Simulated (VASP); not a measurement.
# Mn (P6_3/mmc) in VASP: a series of runs

The runs below take Mn through single point, with RPBE.

All numbers are computed with VASP 6.6.1; they aren't measurements. Logs are shortened: lines on timing, memory, paths and dates and some standing lists are left out, and cuts for length are marked.

### 1 The cell of the first run

It takes space group P6_3/mmc (No. 194, hexagonal). The conventional cell has a = 2.464 Å, b = 2.464 Å, c = 3.990 Å, α = 90.00°, β = 90.00°, γ = 120.00°. Mn (site symmetry -6m2) has 12 Mn at 2.45 to 2.46 Å within 3.2 Å.

This isn't the form of Mn at room conditions, which is a 58-atom cubic cell.

### 2 Single point, RPBE, collinear spin, antiferromagnetic start (10.49 Å³/atom)

File INCAR:

```
ALGO = Normal ; EDIFF = 1E-6
ENCUT = 520 ; GGA = RP
ISIF = 2 ; ISMEAR = -1
ISPIN = 2 ; LASPH = True
LCHARG = False ; LMAXMIX = 4
LORBIT = 11 ; LREAL = False
LWAVE = False ; MAGMOM = -0.699 0.699
NBANDS = 24 ; NELM = 150
PREC = Accurate ; SIGMA = 0.05
```

File KPOINTS:

```
k-points
0
Gamma
  16 16 9
```

File POSCAR:

```
Mn
1.0
    2.4637435245      0.0000000000      0.0000000000
   -1.2318717622      2.1336644807      0.0000000000
    0.0000000000      0.0000000000      3.9899824670
Mn
2
Direct
    0.3333333333      0.6666666667      0.2500000000
    0.6666666667      0.3333333333      0.7500000000
```

Potentials or basis: VASP PAW PBE potentials, release 64 (Mn_pv).

Launch:

```
$ cat potpaw_PBE.64/Mn_pv/POTCAR > POTCAR
$ mpirun -np 1 vasp_std > vasp.out
```

OUTCAR:

```text
EDIFF = 1E-6
   ENCUT = 520
   GGA = RP
   ISIF = 2
   ISMEAR = -1
   ISPIN = 2
   LASPH = True
   LORBIT = 11
   LREAL = False
   NELM = 150
   PREC = Accurate

 ion  position               nearest neighbor table
   1  0.333  0.667  0.250-   2 2.45   2 2.45   2 2.45   2 2.45   2 2.45   2 2.45
   2  0.667  0.333  0.750-   1 2.45   1 2.45   1 2.45   1 2.45   1 2.45   1 2.45

  LATTYP: Found a hexagonal cell.
 ALAT       =     2.4637435245
 C/A-ratio  =     1.6194796363

  Lattice vectors:

 A1 = (   2.4637435245,   0.0000000000,   0.0000000000)
 A2 = (  -1.2318717622,   2.1336644807,   0.0000000000)
 A3 = (   0.0000000000,   0.0000000000,   3.9899824670)

Analysis of symmetry for initial positions (statically):
=====================================================================
 Subroutine PRICEL returns:
 Original cell was already a primitive cell.

 Routine SETGRP: Setting up the symmetry group for a
 hexagonal supercell.

 Subroutine GETGRP returns: Found 24 space group operations
 (whereof 12 operations were pure point group operations)
 out of a pool of 24 trial point group operations.

The static configuration has the point symmetry D_3d.
 The point group associated with its full space group is D_6h.

Analysis of symmetry for dynamics (positions and initial velocities):
=====================================================================
 Subroutine PRICEL returns:
 Original cell was already a primitive cell.

 Routine SETGRP: Setting up the symmetry group for a
 hexagonal supercell.

 Subroutine GETGRP returns: Found 24 space group operations
 (whereof 12 operations were pure point group operations)
 out of a pool of 24 trial point group operations.

The dynamic configuration has the point symmetry D_3d.
 The point group associated with its full space group is D_6h.

Analysis of structural, dynamic, and magnetic symmetry:
=====================================================================
 Subroutine PRICEL returns:
 Original cell was already a primitive cell.

 Routine SETGRP: Setting up the symmetry group for a
 hexagonal supercell.

 Subroutine GETGRP returns: Found 24 space group operations
 (whereof 12 operations were pure point group operations)
 out of a pool of 24 trial point group operations.

The overall configuration has the point symmetry D_3d.
 The point group associated with its full space group is D_6h.

 Subroutine INISYM returns: Found 24 space group operations
 (whereof 12 operations are pure point group operations),
 and found     1 'primitive' translations

[... 115 lines left out ...]
  volume/ion in A,a.u.               =      10.49        70.77
  Fermi-wavevector in a.u.,A,eV,Ry     =   1.758605  3.323282 42.078644  3.092693
  Thomas-Fermi vector in A             =   2.827731
   LORBIT       =     11    0 simple, 1 ext, 2 COOP (PROOUT), +10 PAW based schemes
   GGA     = RP    functional components
   LHFCALC =     F    Hartree Fock is set to
   AEXX    =    0.0000 exact exchange contribution
   IVDW    =     0    specifies the selected vdW correction
   LEPSILON=     F    determine dielectric tensor
   LRPA    =     F    only Hartree local field effects (RPA)
 spin polarized calculation
  energy-cutoff  :      520.00
  volume of cell :       20.97
 maximum number of plane-waves:       582
   NGX =  9   NGY =  9   NGZ = 15

 number of electron      26.0000029 magnetization      -0.0000000

 number of electron      26.0000029 magnetization       0.0000000

 Free energy of the ion-electron system (eV)
  ---------------------------------------------------
  ext. energy  EPLUGINS =         0.00000000
  ---------------------------------------------------
  free energy    TOTEN  =       -16.76692447 eV

  energy without entropy =      -16.74770918  energy(sigma->0) =      -16.75731683

 E-fermi :  10.8310     XC(G=0): -14.0434

 val. band max:       10.8283733136   @ k =   0.1250  -0.0000   0.0000
 cond. band min:      10.8410626249   @ k =   0.1250   0.1250   0.2222
 fundamental gap:      0.0126893113
 Fermi energy:        10.8309617052

 spin component 1

 k-point     1 :       0.0000    0.0000    0.0000
  band No.  band energies     occupation
      1     -37.5950      1.00000
      2     -36.9682      1.00000
      3     -36.9682      1.00000
      4     -36.6122      1.00000
      5     -36.5568      1.00000
      6     -36.5568      1.00000
[... 637 lines left out ...]
     23      31.1674      0.00000
     24      31.8939      0.00000

 [... further k-points ...]

 spin component 2

 k-point     1 :       0.0000    0.0000    0.0000
  band No.  band energies     occupation
      1     -37.5950      1.00000
      2     -36.9682      1.00000
      3     -36.9682      1.00000
      4     -36.6122      1.00000
      5     -36.5568      1.00000
      6     -36.5568      1.00000
[... 637 lines left out ...]
     23      31.1674      0.00000
     24      31.8939      0.00000

 [... further k-points ...]

------------------------ aborting loop because EDIFF is reached ----------------------------------------

  FORCE on cell =-STRESS in cart. coord.  units (eV):
  Direction    XX          YY          ZZ          XY          YZ          ZX
  --------------------------------------------------------------------------------------
  -------------------------------------------------------------------------------------
  Total        1.6775120      1.6775120      1.6862721      0.0000000     -0.0000000      0.0000000
  in kB      128.1396683    128.1396683    128.8088246      0.0000000     -0.0000000      0.0000000
  external PRESSURE =     128.3627204 kB  Pullay stress =       0.0000000 kB

 VOLUME and BASIS-vectors are now :
 -----------------------------------------------------------------------------
  energy-cutoff  :      520.00
  volume of cell :       20.97
      direct lattice vectors                 reciprocal lattice vectors
     2.463743524  0.000000000  0.000000000     0.405886404  0.234338625  0.000000000
    -1.231871762  2.133664481  0.000000000     0.000000000  0.468677249  0.000000000
     0.000000000  0.000000000  3.989982467     0.000000000  0.000000000  0.250627668

 POSITION                                       TOTAL-FORCE (eV/Angst)
 -----------------------------------------------------------------------------------
     -0.00000      1.42244      0.99750        -0.000000      0.000000      0.000000
      1.23187      0.71122      2.99249         0.000000     -0.000000      0.000000
 -----------------------------------------------------------------------------------
    total drift:                                0.000000     -0.000000      0.000000

  FREE ENERGIE OF THE ION-ELECTRON SYSTEM (eV)
  ---------------------------------------------------
  free  energy   TOTEN  =       -16.7669244727 eV

  energy  without entropy=      -16.7477091808  energy(sigma->0) =      -16.75731683

 total charge

# of ion       s       p       d       tot
------------------------------------------
    1        0.436   6.415   5.178  12.028
    2        0.436   6.415   5.178  12.028
--------------------------------------------------
tot          0.872  12.830  10.355  24.057

 magnetization (x)

# of ion       s       p       d       tot
------------------------------------------
    1       -0.003  -0.007  -0.399  -0.409
    2        0.003   0.007   0.399   0.409
--------------------------------------------------
tot          0.000   0.000  -0.000  -0.000
```

Run time: 68 s. Hardware: 1 thread of Intel Xeon 6975P-C (Granite Rapids), shared host; peak memory 0.21 GiB.

Results:

```
Free energy                                           : -16.7669 eV
Pressure                                              : 12.8 GPa
Band gap on the k mesh                                : zero (filled and empty bands overlap)
Net moment                                            : 0.00 μB per cell
Site moments                                          : Mn -0.41, +0.41 μB
Valence electrons inside the program's atomic spheres : Mn 12.03
```

Levels at points of the mesh, in eV from the Fermi level:
Spin up:
```csv
k point,band 11,band 12,band 13,band 14,band 15,band 16
"(0.00, 0.00, 0.00)",-0.98,-0.43,-0.43,0.03,0.03,0.75
"(0.50, 0.00, 0.00)",-1.19,-0.93,-0.41,1.80,2.07,2.21
```
Spin down:
```
           k point  band 10  band 11  band 12  band 13  band 14  band 15  band 16  band 17
(0.00, 0.00, 0.00)    -1.01    -0.98    -0.43    -0.43     0.03     0.03     0.75     1.73
(0.50, 0.00, 0.00)    -1.36    -1.19    -0.93    -0.41     1.80     2.07     2.21     3.70
```

Caveat: the cell stands under pressure; the PAW data sets were made with another functional, which shifts forces and pressure a little.

### 3 Single point, RPBE, collinear spin, antiferromagnetic start (10.92 Å³/atom)

This run uses another cell than the first one, of 10.92 Å³/atom.

File INCAR:

```
  PREC = Accurate
  ENCUT = 520
  EDIFF = 1E-7
  ISMEAR = -1
  SIGMA = 0.05
  LREAL = F
  LASPH = T
  NELM = 150
  ALGO = Normal
  ISIF = 2
  LWAVE = F
  LCHARG = T
  ISPIN = 2
  MAGMOM = -0.699 0.699
  LORBIT = 11
  LMAXMIX = 4
  GGA = RP
  LELF = T
  LVHAR = T
  NBANDS = 24
```

File KPOINTS:

```
regular mesh
0
Gamma
  16 16 9
```

File POSCAR:

```
Mn
1.0
    2.4974976302      0.0000000000      0.0000000000
   -1.2487488151      2.1628963937      0.0000000000
    0.0000000000      0.0000000000      4.0446465538
Mn
2
Direct
    0.3333333333      0.6666666667      0.2500000000
    0.6666666667      0.3333333333      0.7500000000
```

Potentials or basis: VASP PAW PBE potentials, release 64 (Mn_pv).

Launch:

```
$ cat potpaw_PBE.64/Mn_pv/POTCAR > POTCAR
$ mpirun -np 1 vasp_std > vasp.out
```

OUTCAR:

```text
PREC = Accurate
   ENCUT = 520
   EDIFF = 1E-7
   ISMEAR = -1
   LREAL = F
   LASPH = T
   NELM = 150
   ISIF = 2
   ISPIN = 2
   LORBIT = 11
   GGA = RP

 ion  position               nearest neighbor table
   1  0.333  0.667  0.250-   2 2.48   2 2.48   2 2.48   2 2.48   2 2.48   2 2.48
   2  0.667  0.333  0.750-   1 2.48   1 2.48   1 2.48   1 2.48   1 2.48   1 2.48

  LATTYP: Found a hexagonal cell.
 ALAT       =     2.4974976302
 C/A-ratio  =     1.6194796363

  Lattice vectors:

 A1 = (   2.4974976302,   0.0000000000,   0.0000000000)
 A2 = (  -1.2487488151,   2.1628963937,   0.0000000000)
 A3 = (   0.0000000000,   0.0000000000,   4.0446465538)

Analysis of symmetry for initial positions (statically):
=====================================================================
 Subroutine PRICEL returns:
 Original cell was already a primitive cell.

 Routine SETGRP: Setting up the symmetry group for a
 hexagonal supercell.

 Subroutine GETGRP returns: Found 24 space group operations
 (whereof 12 operations were pure point group operations)
 out of a pool of 24 trial point group operations.

The static configuration has the point symmetry D_3d.
 The point group associated with its full space group is D_6h.

Analysis of symmetry for dynamics (positions and initial velocities):
=====================================================================
 Subroutine PRICEL returns:
 Original cell was already a primitive cell.

 Routine SETGRP: Setting up the symmetry group for a
 hexagonal supercell.

 Subroutine GETGRP returns: Found 24 space group operations
 (whereof 12 operations were pure point group operations)
 out of a pool of 24 trial point group operations.

The dynamic configuration has the point symmetry D_3d.
 The point group associated with its full space group is D_6h.

Analysis of structural, dynamic, and magnetic symmetry:
=====================================================================
 Subroutine PRICEL returns:
 Original cell was already a primitive cell.

 Routine SETGRP: Setting up the symmetry group for a
 hexagonal supercell.

 Subroutine GETGRP returns: Found 24 space group operations
 (whereof 12 operations were pure point group operations)
 out of a pool of 24 trial point group operations.

The overall configuration has the point symmetry D_3d.
 The point group associated with its full space group is D_6h.

 Subroutine INISYM returns: Found 24 space group operations
 (whereof 12 operations are pure point group operations),
 and found     1 'primitive' translations

----------------------------------------------------------------------------------------

                                     Primitive cell

  volume of cell :      21.8485

  direct lattice vectors                    reciprocal lattice vectors
     2.497497630  0.000000000  0.000000000     0.400400780  0.231171498  0.000000000
    -1.248748815  2.162896394  0.000000000     0.000000000  0.462342997  0.000000000
     0.000000000  0.000000000  4.044646554     0.000000000  0.000000000  0.247240392

  length of vectors
     2.497497630  2.497497630  4.044646554     0.462342997  0.462342997  0.247240392

  position of ions in fractional coordinates (direct lattice)
     0.333333333  0.666666667  0.250000000
     0.666666667  0.333333333  0.750000000
[... 70 lines left out ...]
   ICHARG =      2    charge: 1-file 2-atom 10-const
   ISPIN  =      2    spin polarized calculation?
   LNONCOLLINEAR =      F non collinear calculations
   LSORBIT =      F    spin-orbit coupling
   LASPH  =      T    aspherical Exc in radial PAW
   ENCUT  =  520.0 eV  38.22 Ry    6.18 a.u.   4.64  4.64  7.52*2*pi/ulx,y,z
   NELM   =    150;   NELMIN=  2; NELMDL= -5     # of ELM steps
   EDIFF  = 0.1E-06   stopping-criterion for ELM
   LREAL  =      F    real-space projection
   EDIFFG = 0.1E-05   stopping-criterion for IOM
   NSW    =      0    number of steps for IOM
   IBRION =     -1    ionic relax: 0-MD 1-quasi-New 2-CG
   NFREE  =      0    steps in history (QN), initial steepest desc. (CG)
   ISIF   =      2    stress and relaxation
   ISYM   =      2    0-nonsym 1-usesym 2-fastsym
   POTIM  = 0.5000    time-step for ionic-motion
   TEBEG  =    0.0;   TEEND  =   0.0 temperature during run
   PSTRESS=    0.0 pullay stress
   NELECT =      26.0000    total number of electrons
   NUPDOWN=      -1.0000    fix difference up-down
   EMIN   =  10.00;   EMAX   =-10.00  energy-range for DOS
   EFERMI =   0.00;   METHOD = LEGACY
   ISMEAR =    -1;   SIGMA  =   0.05  broadening in eV -4-tet -1-fermi 0-gaus
   EFERMI_NEDOS =   21; number of points for ismear=-14 and -15
   IALGO  =     38    algorithm
   IMIX   =      4    mixing-type and parameters
     AMIX     =   0.40;   BMIX     =  1.00
     AMIX_MAG =   1.60;   BMIX_MAG =  1.00
  volume/ion in A,a.u.               =      10.92        73.72
  Fermi-wavevector in a.u.,A,eV,Ry     =   1.734838  3.278368 40.948930  3.009661
  Thomas-Fermi vector in A             =   2.808557
   LORBIT       =     11    0 simple, 1 ext, 2 COOP (PROOUT), +10 PAW based schemes
   GGA     = RP    functional components
   LHFCALC =     F    Hartree Fock is set to
   AEXX    =    0.0000 exact exchange contribution
   IVDW    =     0    specifies the selected vdW correction
   LEPSILON=     F    determine dielectric tensor
   LRPA    =     F    only Hartree local field effects (RPA)
 spin polarized calculation
  energy-cutoff  :      520.00
  volume of cell :       21.85
 maximum number of plane-waves:       602
 NGX is ok and might be reduce to    20
   NGX =  9   NGY =  9   NGZ = 15

 number of electron      26.0000032 magnetization      -0.0000000

 number of electron      26.0000032 magnetization       0.0000000

 Free energy of the ion-electron system (eV)
  ---------------------------------------------------
  ext. energy  EPLUGINS =         0.00000000
  ---------------------------------------------------
  free energy    TOTEN  =       -16.80934551 eV

  energy without entropy =      -16.79039664  energy(sigma->0) =      -16.79987107

 E-fermi :  10.2691     XC(G=0): -13.7896

 val. band max:       10.2657443891   @ k =   0.3125   0.2500   0.4444
 cond. band min:      10.2697833953   @ k =   0.4375   0.1250   0.2222
 fundamental gap:      0.0040390062
 Fermi energy:        10.2691199125

 spin component 1

 k-point     1 :       0.0000    0.0000    0.0000
  band No.  band energies     occupation
      1     -38.2070      1.00000
      2     -37.7048      1.00000
      3     -37.7048      1.00000
      4     -37.0207      1.00000
      5     -36.9595      1.00000
      6     -36.9595      1.00000
[... 637 lines left out ...]
     23      30.0373      0.00000
     24      30.6632      0.00000

 [... further k-points ...]

 spin component 2

 k-point     1 :       0.0000    0.0000    0.0000
  band No.  band energies     occupation
      1     -38.2070      1.00000
      2     -37.7048      1.00000
      3     -37.7048      1.00000
      4     -37.0207      1.00000
      5     -36.9595      1.00000
      6     -36.9595      1.00000
[... 637 lines left out ...]
     23      30.0373      0.00000
     24      30.6632      0.00000

 [... further k-points ...]

------------------------ aborting loop because EDIFF is reached ----------------------------------------

  FORCE on cell =-STRESS in cart. coord.  units (eV):
  Direction    XX          YY          ZZ          XY          YZ          ZX
  --------------------------------------------------------------------------------------
  -------------------------------------------------------------------------------------
  Total        0.3762241      0.3762241      0.5007278      0.0000000      0.0000000     -0.0000000
  in kB       27.5889925     27.5889925     36.7190034      0.0000000      0.0000000     -0.0000000
  external PRESSURE =      30.6323294 kB  Pullay stress =       0.0000000 kB

 VOLUME and BASIS-vectors are now :
 -----------------------------------------------------------------------------
  energy-cutoff  :      520.00
  volume of cell :       21.85
      direct lattice vectors                 reciprocal lattice vectors
     2.497497630  0.000000000  0.000000000     0.400400780  0.231171498  0.000000000
    -1.248748815  2.162896394  0.000000000     0.000000000  0.462342997  0.000000000
     0.000000000  0.000000000  4.044646554     0.000000000  0.000000000  0.247240392

 POSITION                                       TOTAL-FORCE (eV/Angst)
 -----------------------------------------------------------------------------------
     -0.00000      1.44193      1.01116         0.000000     -0.000000      0.000000
      1.24875      0.72097      3.03348        -0.000000      0.000000      0.000000
 -----------------------------------------------------------------------------------
    total drift:                               -0.000000      0.000000     -0.000000

  FREE ENERGIE OF THE ION-ELECTRON SYSTEM (eV)
  ---------------------------------------------------
  free  energy   TOTEN  =       -16.8093455111 eV

  energy  without entropy=      -16.7903966357  energy(sigma->0) =      -16.79987107

 total charge

# of ion       s       p       d       tot
------------------------------------------
    1        0.420   6.387   5.140  11.946
    2        0.420   6.387   5.140  11.946
--------------------------------------------------
tot          0.839  12.774  10.279  23.893

 magnetization (x)

# of ion       s       p       d       tot
------------------------------------------
    1       -0.005  -0.013  -0.735  -0.753
    2        0.005   0.013   0.735   0.753
--------------------------------------------------
tot          0.000   0.000   0.000   0.000
```

stdout:

```text
POSCAR found type information on POSCAR Mn
 POSCAR found :  1 types and       2 ions
 scaLAPACK will be used
 -----------------------------------------------------------------------------
|                                                                             |
|                                                                             |
|     You enforced a specific xc type in the INCAR file but a different       |
|     I HOPE YOU KNOW WHAT YOU ARE DOING!                                     |
|                                                                             |
 -----------------------------------------------------------------------------

 LDA part: xc-table for (Slater+PW92), standard interpolation
 POSCAR, INCAR and KPOINTS ok, starting setup
 FFT: planning ... GRIDC
 FFT: planning ... GRID_SOFT
 FFT: planning ... GRID
 WAVECAR not read
 entering main loop
```

Run time: 91 s. Hardware: 1 thread of Intel Xeon 6975P-C (Granite Rapids), shared host; peak memory 0.22 GiB.

Results:

```yaml
Free_energy: -16.8093 eV
Pressure: 3.1 GPa
Band_gap_on_the_k_mesh: zero (filled and empty bands overlap)
Net_moment: 0.00 μB per cell
Site_moments: Mn -0.75, +0.75 μB
Valence_electrons_inside_the_program's_atomic_spheres: Mn 11.95
```

Caveat: the cell stands under pressure; the PAW data sets were made with another functional, which shifts forces and pressure a little.

[end of part 1 of 2]
